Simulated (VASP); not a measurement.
# Mn (P6_3/mmc) in VASP: relaxation of cell and atoms with PBEsol

Aim: the relaxation of cell and atoms of Mn with PBEsol.

Everything below comes from runs of VASP 6.6.1. Logs are shortened: lines on timing, memory, paths and dates and some standing lists are left out, and cuts for length are marked.

## 1. The cell of the first run

Symmetry: P6_3/mmc, No. 194, hexagonal system. The conventional cell has a = 2.450 Å, b = 2.450 Å, c = 3.969 Å, α = 90.00°, β = 90.00°, γ = 120.00°. Within 3.2 Å of Mn (site symmetry -6m2) lie 12 Mn at 2.44 to 2.45 Å.

This isn't the form of Mn at room conditions, which is a 58-atom cubic cell.

## 2. Relaxation of cell and atoms, PBEsol

Contents of INCAR:

```
  PREC = Accurate
  ENCUT = 500
  EDIFF = 1E-7
  ISMEAR = 0
  SIGMA = 0.1
  LREAL = False
  LASPH = True
  NELM = 120
  ALGO = Normal
  ISIF = 3
  LWAVE = False
  LCHARG = False
  GGA = PS
  IBRION = 2
  NSW = 100
  EDIFFG = -0.01
  GGA_COMPAT = False
  NELMIN = 4
```

Contents of KPOINTS:

```
Automatic mesh
0
Gamma
  27 27 14
```

Contents of POSCAR:

```
Mn
1.0
    2.4503521347      0.0000000000      0.0000000000
   -1.2251760674      2.1220671969      0.0000000000
    0.0000000000      0.0000000000      3.9689857216
Mn
2
Direct
    0.6666666667      0.3333333333      0.7500000000
    0.3333333333      0.6666666667      0.2500000000
```

Potentials or basis: VASP PAW PBE potentials, release 64 (Mn_pv).

On the command line:

```sh
$ cat potpaw_PBE.64/Mn_pv/POTCAR > POTCAR
$ mpirun -np 1 vasp_std > vasp.out
```

OUTCAR:

```text
PREC = Accurate
   ENCUT = 500
   EDIFF = 1E-7
   ISMEAR = 0
   LREAL = False
   LASPH = True
   NELM = 120
   ISIF = 3
   GGA = PS
   IBRION = 2
   NSW = 100
   EDIFFG = -0.01
   NELMIN = 4

 ion  position               nearest neighbor table
   1  0.667  0.333  0.750-   2 2.44   2 2.44   2 2.44   2 2.44   2 2.44   2 2.44
   2  0.333  0.667  0.250-   1 2.44   1 2.44   1 2.44   1 2.44   1 2.44   1 2.44

  LATTYP: Found a hexagonal cell.
 ALAT       =     2.4503521347
 C/A-ratio  =     1.6197613663

  Lattice vectors:

 A1 = (   2.4503521347,   0.0000000000,   0.0000000000)
 A2 = (  -1.2251760674,   2.1220671969,   0.0000000000)
 A3 = (   0.0000000000,   0.0000000000,   3.9689857216)

Analysis of symmetry for initial positions (statically):
=====================================================================
 Subroutine PRICEL returns:
 Original cell was already a primitive cell.

 Routine SETGRP: Setting up the symmetry group for a
 hexagonal supercell.

 Subroutine GETGRP returns: Found 24 space group operations
 (whereof 12 operations were pure point group operations)
 out of a pool of 24 trial point group operations.

The static configuration has the point symmetry D_3d.
 The point group associated with its full space group is D_6h.

Analysis of symmetry for dynamics (positions and initial velocities):
=====================================================================
 Subroutine PRICEL returns:
 Original cell was already a primitive cell.

 Routine SETGRP: Setting up the symmetry group for a
 hexagonal supercell.

 Subroutine GETGRP returns: Found 24 space group operations
 (whereof 12 operations were pure point group operations)
 out of a pool of 24 trial point group operations.

The dynamic configuration has the point symmetry D_3d.
 The point group associated with its full space group is D_6h.

 Subroutine INISYM returns: Found 24 space group operations
 (whereof 12 operations are pure point group operations),
 and found     1 'primitive' translations

----------------------------------------------------------------------------------------

                                     Primitive cell

  volume of cell :      20.6380

  direct lattice vectors                    reciprocal lattice vectors
     2.450352135  0.000000000  0.000000000     0.408104609  0.235619306  0.000000000
    -1.225176067  2.122067197  0.000000000     0.000000000  0.471238612  0.000000000
     0.000000000  0.000000000  3.968985722     0.000000000  0.000000000  0.251953539

  length of vectors
     2.450352135  2.450352135  3.968985722     0.471238612  0.471238612  0.251953539

  position of ions in fractional coordinates (direct lattice)
     0.666666667  0.333333333  0.750000000
     0.333333333  0.666666667  0.250000000

  ion indices of the primitive-cell ions
   primitive index   ion index
                 1           1
                 2           2

----------------------------------------------------------------------------------------

 KPOINTS: Automatic mesh

Automatic generation of k-mesh.
 Grid dimensions read from file:
 generate k-points for:   27   27   14

 Generating k-lattice:

  Cartesian coordinates                     Fractional coordinates (reciprocal lattice)
     0.015114986  0.008726641  0.000000000     0.037037037  0.000000000  0.000000000
     0.000000000  0.017453282  0.000000000     0.000000000  0.037037037  0.000000000
     0.000000000  0.000000000  0.017996681     0.000000000  0.000000000  0.071428571

  Length of vectors
     0.017453282  0.017453282  0.017996681

  Shift w.r.t. Gamma in fractional coordinates (k-lattice)
     0.000000000  0.000000000  0.000000000

 Subroutine IBZKPT returns following result:
 ===========================================

 Found    600 irreducible k-points:

 Following reciprocal coordinates:
            Coordinates               Weight
  0.000000  0.000000  0.000000      1.000000
  0.037037  0.000000  0.000000      6.000000
  0.074074  0.000000  0.000000      6.000000
  0.111111  0.000000  0.000000      6.000000
  0.148148  0.000000  0.000000      6.000000
  0.185185  0.000000  0.000000      6.000000
[... 16 lines left out ...]
  0.333333  0.037037  0.000000     12.000000
  0.370370  0.037037  0.000000     12.000000
 [... further k-points ...]
   k-points           NKPTS =    600   k-points in BZ     NKDIM =    600   number of bands    NBANDS=     17
   number of dos      NEDOS =    301   number of ions     NIONS =      2
   total plane-waves  NPLWV =   9720
   dimension x,y,z NGX =    18 NGY =   18 NGZ =   30
   dimension x,y,z NGXF=    36 NGYF=   36 NGZF=   60
   ions per type =               2
   NGX,Y,Z   is equivalent  to a cutoff of  12.21, 12.21, 12.57 a.u.
   NGXF,Y,Z  is equivalent  to a cutoff of  24.42, 24.42, 25.13 a.u.
 SYSTEM =  unknown system
   PREC   = accura    normal or accurate (medium, high low for compatibility)
   ISTART =      0    job   : 0-new  1-cont  2-samecut
   ICHARG =      2    charge: 1-file 2-atom 10-const
   ISPIN  =      1    spin polarized calculation?
   LNONCOLLINEAR =      F non collinear calculations
   LSORBIT =      F    spin-orbit coupling
   LASPH  =      T    aspherical Exc in radial PAW
   ENCUT  =  500.0 eV  36.75 Ry    6.06 a.u.   4.47  4.47  7.24*2*pi/ulx,y,z
   NELM   =    120;   NELMIN=  4; NELMDL= -5     # of ELM steps
   EDIFF  = 0.1E-06   stopping-criterion for ELM
   LREAL  =      F    real-space projection
   EDIFFG = -.1E-01   stopping-criterion for IOM
   NSW    =    100    number of steps for IOM
   IBRION =      2    ionic relax: 0-MD 1-quasi-New 2-CG
   NFREE  =      1    steps in history (QN), initial steepest desc. (CG)
   ISIF   =      3    stress and relaxation
   ISYM   =      2    0-nonsym 1-usesym 2-fastsym
   POTIM  = 0.5000    time-step for ionic-motion
   TEBEG  =    0.0;   TEEND  =   0.0 temperature during run
   PSTRESS=    0.0 pullay stress
   NELECT =      26.0000    total number of electrons
   NUPDOWN=      -1.0000    fix difference up-down
   EMIN   =  10.00;   EMAX   =-10.00  energy-range for DOS
   EFERMI =   0.00;   METHOD = LEGACY
   ISMEAR =     0;   SIGMA  =   0.10  broadening in eV -4-tet -1-fermi 0-gaus
   EFERMI_NEDOS =   21; number of points for ismear=-14 and -15
   IALGO  =     38    algorithm
   IMIX   =      4    mixing-type and parameters
     AMIX     =   0.40;   BMIX     =  1.00
     AMIX_MAG =   1.60;   BMIX_MAG =  1.00
  volume/ion in A,a.u.               =      10.32        69.64
  Fermi-wavevector in a.u.,A,eV,Ry     =   1.768114  3.341251 42.534895  3.126227
  Thomas-Fermi vector in A             =   2.835365
   LORBIT       =      0    0 simple, 1 ext, 2 COOP (PROOUT), +10 PAW based schemes
   GGA     = PS    functional components
   LHFCALC =     F    Hartree Fock is set to
   AEXX    =    0.0000 exact exchange contribution
   IVDW    =     0    specifies the selected vdW correction
   LEPSILON=     F    determine dielectric tensor
   LRPA    =     F    only Hartree local field effects (RPA)
 conjugate gradient relaxation of ions
 non-spin polarized calculation
 Gauss-broadening in eV      SIGMA  =   0.10
  energy-cutoff  :      500.00
  volume of cell :       20.64
 maximum number of plane-waves:       544
 NGX is ok and might be reduce to    18
   NGX =  9   NGY =  9   NGZ = 15

--------------------------------------- Ionic step        1  -------------------------------------------

 number of electron      26.0000022 magnetization

 Free energy of the ion-electron system (eV)
  ---------------------------------------------------
  ext. energy  EPLUGINS =         0.00000000
  ---------------------------------------------------
  free energy    TOTEN  =       -19.42171919 eV

  energy without entropy =      -19.40873372  energy(sigma->0) =      -19.41522645

------------------------ aborting loop because EDIFF is reached ----------------------------------------

  FORCE on cell =-STRESS in cart. coord.  units (eV):
  Direction    XX          YY          ZZ          XY          YZ          ZX
  --------------------------------------------------------------------------------------
  -------------------------------------------------------------------------------------
  Total        0.0044434      0.0044434     -0.0821714     -0.0000000      0.0000000     -0.0000000
  in kB        0.3449506      0.3449506     -6.3791722     -0.0000000      0.0000000     -0.0000000
  external PRESSURE =      -1.8964237 kB  Pullay stress =       0.0000000 kB
[... 129 lines left out ...]
  energy  without entropy=      -19.4087260493  energy(sigma->0) =      -19.41524266

--------------------------------------- Ionic step        5  -------------------------------------------

 number of electron      26.0000020 magnetization

 Free energy of the ion-electron system (eV)
  ---------------------------------------------------
  ext. energy  EPLUGINS =         0.00000000
  ---------------------------------------------------
  free energy    TOTEN  =       -19.42177631 eV

  energy without entropy =      -19.40877007  energy(sigma->0) =      -19.41527319

 E-fermi :  10.7814     XC(G=0): -14.4414

 val. band max:       10.7794765728   @ k =   0.1111   0.0000   0.0000
 cond. band min:      10.7814454375   @ k =   0.1481   0.0000   0.0714
 fundamental gap:      0.0019688647
 Fermi energy:        10.7813910531

 k-point     1 :       0.0000    0.0000    0.0000
  band No.  band energies     occupation
      1     -37.4077      2.00000
      2     -36.6417      2.00000
      3     -36.6417      2.00000
      4     -36.5215      2.00000
      5     -36.5215      2.00000
      6     -36.5097      2.00000
[... 9 lines left out ...]
     16      11.5944      0.00000
     17      12.4966      0.00000
[... 443 lines left out ...]
      1     -37.2238      2.00000
      2     -37.0839      2.00000
      3     -37.0782      2.00000
      4     -36.8177      2.00000
      5     -36.6731      2.00000
      6     -36.6213      2.00000
[... 9 lines left out ...]
     16      12.8483      0.00000
     17      13.0571      0.00000

 [... further k-points ...]

------------------------ aborting loop because EDIFF is reached ----------------------------------------

  FORCE on cell =-STRESS in cart. coord.  units (eV):
  Direction    XX          YY          ZZ          XY          YZ          ZX
  --------------------------------------------------------------------------------------
  -------------------------------------------------------------------------------------
  Total       -0.0026706     -0.0026706     -0.0046798      0.0000000      0.0000000     -0.0000000
  in kB       -0.2074578     -0.2074578     -0.3635402      0.0000000      0.0000000     -0.0000000
  external PRESSURE =      -0.2594852 kB  Pullay stress =       0.0000000 kB
[... 17 lines left out ...]
  FREE ENERGIE OF THE ION-ELECTRON SYSTEM (eV)
  ---------------------------------------------------
  free  energy   TOTEN  =       -19.4217763079 eV

  energy  without entropy=      -19.4087700661  energy(sigma->0) =      -19.41527319

 reached required accuracy - stopping structural energy minimisation
```

Run time: 11 min. Hardware: 1 thread of Oxide Virtual Turin-like, shared host; peak memory 0.23 GiB.

What came out:

| Quantity | Value |
| --- | --- |
| Free energy | -19.4218 eV |
| Relaxed volume | 10.31 Å³/atom |
| Relaxed cell | a = 2.451 Å, b = 2.451 Å, c = 3.963 Å, α = 90.00°, β = 90.00°, γ = 120.00° |
| Space group after relaxing (to 0.1 Å) | P6_3/mmc (No. 194) |
| Energy gained by relaxing | 0.0 meV/atom |
| Ionic steps | 5 |
| Pressure after relaxing | 0.0 GPa |
| Band gap on the k mesh | zero (bands 13 and 14 overlap by 2.37 eV) |

Final structure:
```
Mn
1.0
     2.45126    0.00000    0.00000
    -1.22563    2.12285    0.00000
     0.00000    0.00000    3.96348
Mn
2
Direct
  0.66667 0.33333 0.75000
  0.33333 0.66667 0.25000
```

Levels at points of the mesh, in eV from the Fermi level:
```
           k point  band 11  band 12  band 13  band 14  band 15  band 16
(0.00, 0.00, 0.00)    -1.00    -0.50    -0.50     0.05     0.05     0.81
(0.00, 0.00, 0.50)    -1.09    -1.09    -1.09    -1.09     1.27     1.27
```

Caveat: the PAW data sets were made with another functional, which shifts forces and pressure a little; the run has no spin polarisation, though such a crystal can be magnetic. Spin polarisation is off, so any magnetic state and its effect on volume and gap are missing.
